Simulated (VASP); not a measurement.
Write the native input for VASP 6.6.1 that does the following.

```
Task                   : single point
Functional             : PBE
Potentials or basis    : VASP PAW PBE potentials, release 64 (Sr_sv, Al)
Cutoff                 : 520 eV
k mesh                 : 8 × 8 × 8
Occupations            : gaussian, width 0.05 eV
Spin                   : no spin polarisation
Dipole correction      : no
Further INCAR settings : ALGO = Normal; EDIFF = 1e-06; NBANDS = 18
```

The structure of SrAl3 lies in POSCAR:

```
SrAl3
1.0
    4.4737020881      0.0000000000      0.0000000000
    0.0000000000      4.4737020881      0.0000000000
    0.0000000000      0.0000000000      4.4737020881
Sr Al
1 3
Direct
    0.0000000000      0.0000000000      0.0000000000
    0.0000000000      0.5000000000      0.5000000000
    0.5000000000      0.5000000000      0.0000000000
    0.5000000000      0.0000000000      0.5000000000
```

One way to write it, as run:

INCAR

```
PREC = Accurate ; ENCUT = 520
EDIFF = 1E-6 ; ISMEAR = 0
SIGMA = 0.05 ; LREAL = False
LASPH = True ; NELM = 100
ALGO = Normal ; ISIF = 2
LWAVE = False ; LCHARG = False
GGA = PE ; NBANDS = 18
```

KPOINTS

```
regular mesh
0
Gamma
  8 8 8
```

Potentials or basis: VASP PAW PBE potentials, release 64 (Sr_sv, Al).

The run is started by

```bash
$ cat potpaw_PBE.64/Sr_sv/POTCAR potpaw_PBE.64/Al/POTCAR > POTCAR
$ mpirun -np 1 vasp_std > vasp.out
```

Results of the run:

| Property | Result |
| --- | --- |
| Pressure | 0.0 GPa |
| Band gap on the k mesh | zero (an odd number of electrons rules out a gap without spin polarisation) |

Run time: 53 s on 1 thread of Intel Xeon 8259CL, on a shared host, peak memory 0.23 GiB.
